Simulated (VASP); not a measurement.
A run of VASP 6.6.1 is set up as follows.

The input POSCAR:

```
BAs
1.0
    0.0000000000      2.0719200226      2.0719200226
    2.0719200226      0.0000000000      2.0719200226
    2.0719200226      2.0719200226      0.0000000000
B As
1 1
Direct
    0.0000000000      0.0000000000      0.0000000000
    0.2500000000      0.2500000000      0.2500000000
```

The input INCAR.step1:

```
PREC = Accurate ; ENCUT = 520
ISMEAR = -1 ; SIGMA = 0.1
LREAL = False ; LASPH = True
NELM = 60 ; NBANDS = 11
GGA = PE ; ALGO = Normal
EDIFF = 1E-4 ; LWAVE = True
LCHARG = False
```

Contents of INCAR.step2:

```
PREC = Accurate ; ENCUT = 520
EDIFF = 1E-6 ; ISMEAR = -1
SIGMA = 0.1 ; LREAL = False
LASPH = True ; NELM = 60
ALGO = Normal ; ISIF = 2
LWAVE = False ; LCHARG = True
METAGGA = R2SCAN ; LMIXTAU = True
LELF = True ; LVHAR = True
NBANDS = 11 ; ISTART = 1
```

The input KPOINTS:

```
Automatic mesh
0
Gamma
  15 15 15
```

Potentials or basis: VASP PAW PBE potentials, release 64 (B, As).

Command:

```console
$ cat potpaw_PBE.64/B/POTCAR potpaw_PBE.64/As/POTCAR > POTCAR
$ cp INCAR.step1 INCAR
$ mpirun -np 1 vasp_std > vasp.out
$ cp INCAR.step2 INCAR
$ mpirun -np 1 vasp_std > vasp.out
```

(1) Estimate the pressure.

(2) What does it give for the band gap on the k mesh?

Answers

(1) 145.1 GPa.

(2) 0.86 eV (least direct gap 4.21 eV).

Caveat: the cell stands under pressure; the PAW data sets were made with another functional, which shifts forces and pressure a little; an odd mesh through Γ misses points on the zone boundary, where band edges can lie.
